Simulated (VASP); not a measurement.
Set up this calculation in VASP 6.6.1, as the native input.

* Task: single point
* Functional: LDA
* Potentials or basis: VASP PAW LDA potentials, release 64 (B, As)
* Cutoff: 520 eV
* k mesh: 12 × 8 × 6
* Occupations: fermi-dirac, width 0.05 eV
* Spin: no spin polarisation
* Dipole correction: no
* Further INCAR settings: ALGO = Normal; EDIFF = 1e-06; NBANDS = 11

The structure of BAs lies in POSCAR:

```
BAs
1.0
    2.1275493300      0.0000000000      0.0000000000
    0.0000000000      3.1740629400      0.0000000000
    0.0000000000      0.0000000000      4.9509801800
B As
1 1
Direct
    0.0000000000      0.5000000000      0.0000000000
    0.5000000000      0.5000000000      0.5000000000
```

The input as run:

INCAR

```
ALGO     = Normal         # electronic algorithm
EDIFF    = 1E-6           # SCF threshold, eV
ENCUT    = 520            # plane-wave cutoff, eV
ISIF     = 2              # what is computed and relaxed
ISMEAR   = -1             # smearing method
LASPH    = True           # aspherical terms in the spheres
LCHARG   = False          # write CHGCAR
LREAL    = False          # projectors in reciprocal space
LWAVE    = False          # write WAVECAR
NBANDS   = 11             # bands
NELM     = 100            # most SCF steps
PREC     = Accurate       # precision mode
SIGMA    = 0.05           # smearing width, eV
```

KPOINTS

```
k-points
0
Gamma
  12 8 6
```

Potentials or basis: VASP PAW LDA potentials, release 64 (B, As).

The run is started by

```bash
$ cat potpaw_LDA.64/B/POTCAR potpaw_LDA.64/As/POTCAR > POTCAR
$ mpirun -np 1 vasp_std > vasp.out
```

Results of the run:

```json
{
  "Pressure": "1.2 GPa",
  "Band gap on the k mesh": "zero (band 4 reaches 6.20 eV, above the bottom of band 5 at 2.20 eV)"
}
```

It took 23 s on 1 thread of Intel(R) Xeon(R) Platinum 8259CL CPU @ 2.50GHz (Skylake/Cascade Lake), with other jobs on the host, peak memory 0.17 GiB.
